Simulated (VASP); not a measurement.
# Rh (Fm-3m) in VASP: a series of runs, part 2 of 2

VASP 6.6.1.

## 4. Single point, LDA

INCAR

```
SYSTEM = Rh
  PREC = Accurate
  ENCUT = 500
  EDIFF = 1E-6
  ISMEAR = -1
  SIGMA = 0.15
  LREAL = .FALSE.
  LASPH = .TRUE.
  NELM = 120
  ALGO = Normal
  ISIF = 2
  LWAVE = .FALSE.
  LCHARG = .TRUE.
  GGA = CA
  LELF = .TRUE.
  LVHAR = .TRUE.
  NBANDS = 14
  GGA_COMPAT = .FALSE.
```

KPOINTS

```
Automatic mesh
0
G
  12 12 12
  0 0 0
```

POSCAR

```
Rh
1.0
    0.0000000000      1.8978500000      1.8978500000
    1.8978500000      0.0000000000      1.8978500000
    1.8978500000      1.8978500000      0.0000000000
Rh
1
Direct
    0.0000000000      0.0000000000      0.0000000000
```

Potentials or basis: VASP PAW LDA potentials, release 64 (Rh_pv).

On the command line:

```console
$ cat potpaw_LDA.64/Rh_pv/POTCAR > POTCAR
$ mpirun -np 1 vasp_std > vasp.out
```

OUTCAR:

```text
SYSTEM = Rh
   PREC = Accurate
   ENCUT = 500
   EDIFF = 1E-6
   ISMEAR = -1
   LREAL = .FALSE.
   LASPH = .TRUE.
   NELM = 120
   ISIF = 2
   GGA = CA

 ion  position               nearest neighbor table
   1  0.000  0.000  0.000-

  LATTYP: Found a face centered cubic cell.
 ALAT       =     3.7957000000

  Lattice vectors:

 A1 = (   0.0000000000,   1.8978500000,   1.8978500000)
 A2 = (   1.8978500000,   0.0000000000,   1.8978500000)
 A3 = (   1.8978500000,   1.8978500000,   0.0000000000)

Analysis of symmetry for initial positions (statically):
=====================================================================
 Subroutine PRICEL returns:
 Original cell was already a primitive cell.

 Routine SETGRP: Setting up the symmetry group for a
 face centered cubic supercell.

 Subroutine GETGRP returns: Found 48 space group operations
 (whereof 48 operations were pure point group operations)
 out of a pool of 48 trial point group operations.

The static configuration has the point symmetry O_h .

Analysis of symmetry for dynamics (positions and initial velocities):
=====================================================================
 Subroutine PRICEL returns:
 Original cell was already a primitive cell.

 Routine SETGRP: Setting up the symmetry group for a
 face centered cubic supercell.

 Subroutine GETGRP returns: Found 48 space group operations
 (whereof 48 operations were pure point group operations)
 out of a pool of 48 trial point group operations.

The dynamic configuration has the point symmetry O_h .

 Subroutine INISYM returns: Found 48 space group operations
 (whereof 48 operations are pure point group operations),
 and found     1 'primitive' translations

----------------------------------------------------------------------------------------

[... 113 lines left out ...]
  Thomas-Fermi vector in A             =   2.770792
   LORBIT       =      0    0 simple, 1 ext, 2 COOP (PROOUT), +10 PAW based schemes
   GGA     = CA    functional components
   LHFCALC =     F    Hartree Fock is set to
   AEXX    =    0.0000 exact exchange contribution
   IVDW    =     0    specifies the selected vdW correction
   LEPSILON=     F    determine dielectric tensor
   LRPA    =     F    only Hartree local field effects (RPA)
 non-spin polarized calculation
  energy-cutoff  :      500.00
  volume of cell :       13.67
 maximum number of plane-waves:       360
   NGX =  9   NGY =  9   NGZ =  9

 number of electron      15.0000007 magnetization

 Free energy of the ion-electron system (eV)
  ---------------------------------------------------
  ext. energy  EPLUGINS =         0.00000000
  ---------------------------------------------------
  free energy    TOTEN  =        -8.72029413 eV

  energy without entropy =       -8.62185318  energy(sigma->0) =       -8.67107366

 E-fermi :  11.7835     XC(G=0): -14.3883

 val. band max:       11.7487408220   @ k =   0.3333   0.0833   0.0000
 cond. band min:      11.8747673752   @ k =   0.3333   0.1667   0.0000
 fundamental gap:      0.1260265532
 Fermi energy:        11.7834637940

 k-point     1 :       0.0000    0.0000    0.0000
  band No.  band energies     occupation
      1     -34.3632      2.00000
      2     -34.3632      2.00000
      3     -34.3632      2.00000
      4       3.7427      2.00000
      5       8.6766      2.00000
      6       8.6766      2.00000
      7       8.6766      2.00000
      8      10.8176      1.99681
      9      10.8176      1.99681
     10      27.7617      0.00000
     11      32.1379      0.00000
     12      33.1948      0.00000
     13      33.1948      0.00000
     14      33.1948      0.00000
[... 377 lines left out ...]
      1     -35.0537      2.00000
      2     -34.6067      2.00000
      3     -34.4965      2.00000
      4       6.3387      2.00000
      5       8.0175      2.00000
      6       9.2917      2.00000
      7       9.7173      2.00000
      8      12.0786      0.24535
      9      15.9431      0.00000
     10      20.5454      0.00000
     11      27.8599      0.00000
     12      30.6600      0.00000
     13      32.1411      0.00000
     14      32.3253      0.00000

 [... further k-points ...]

------------------------ aborting loop because EDIFF is reached ----------------------------------------

  FORCE on cell =-STRESS in cart. coord.  units (eV):
  Direction    XX          YY          ZZ          XY          YZ          ZX
  --------------------------------------------------------------------------------------
  -------------------------------------------------------------------------------------
  Total       -0.6807438     -0.6807438     -0.6807438     -0.0000000     -0.0000000      0.0000000
  in kB      -79.7771712    -79.7771712    -79.7771712     -0.0000000     -0.0000000      0.0000000
  external PRESSURE =     -79.7771712 kB  Pullay stress =       0.0000000 kB

 VOLUME and BASIS-vectors are now :
 -----------------------------------------------------------------------------
  energy-cutoff  :      500.00
  volume of cell :       13.67
      direct lattice vectors                 reciprocal lattice vectors
     0.000000000  1.897850000  1.897850000    -0.263456016  0.263456016  0.263456016
     1.897850000  0.000000000  1.897850000     0.263456016 -0.263456016  0.263456016
     1.897850000  1.897850000  0.000000000     0.263456016  0.263456016 -0.263456016

 POSITION                                       TOTAL-FORCE (eV/Angst)
 -----------------------------------------------------------------------------------
      0.00000      0.00000      0.00000         0.000000      0.000000     -0.000000
 -----------------------------------------------------------------------------------
    total drift:                                0.000000     -0.000000      0.000000

  FREE ENERGIE OF THE ION-ELECTRON SYSTEM (eV)
  ---------------------------------------------------
  free  energy   TOTEN  =        -8.7202941299 eV

  energy  without entropy=       -8.6218531843  energy(sigma->0) =       -8.67107366
```

OSZICAR:

```text
N       E                     dE             d eps       ncg     rms          rms(c)
DAV:   1     0.114225630317E+03    0.11423E+03   -0.86439E+03  2028   0.112E+03
DAV:   2    -0.785372075747E+01   -0.12208E+03   -0.11675E+03  2208   0.333E+02
DAV:   3    -0.928994333386E+01   -0.14362E+01   -0.14340E+01  2448   0.398E+01
DAV:   4    -0.929506410517E+01   -0.51208E-02   -0.51207E-02  2342   0.244E+00
DAV:   5    -0.929510864603E+01   -0.44541E-04   -0.44541E-04  2340   0.200E-01    0.108E+01
DAV:   6    -0.874584282119E+01    0.54927E+00   -0.89914E-01  2106   0.132E+01    0.360E+00
DAV:   7    -0.872557999099E+01    0.20263E-01   -0.14591E-02  2262   0.147E+00    0.174E+00
DAV:   8    -0.872043023328E+01    0.51498E-02   -0.42399E-03  2154   0.906E-01    0.188E-01
DAV:   9    -0.872028810978E+01    0.14212E-03   -0.13893E-04  2124   0.165E-01    0.417E-02
DAV:  10    -0.872029417960E+01   -0.60698E-05   -0.27719E-06  2276   0.192E-02    0.245E-03
DAV:  11    -0.872029412988E+01    0.49719E-07   -0.15544E-07  1056   0.543E-03
   1 F= -.87202941E+01 E0= -.86710737E+01  d E =-.984409E-01
```

Run time: 16 s. Hardware: 1 thread of Intel Xeon 8259CL, shared host; peak memory 0.13 GiB.

Results:

```yaml
Free_energy: -8.7203 eV
Pressure: -8.0 GPa
```
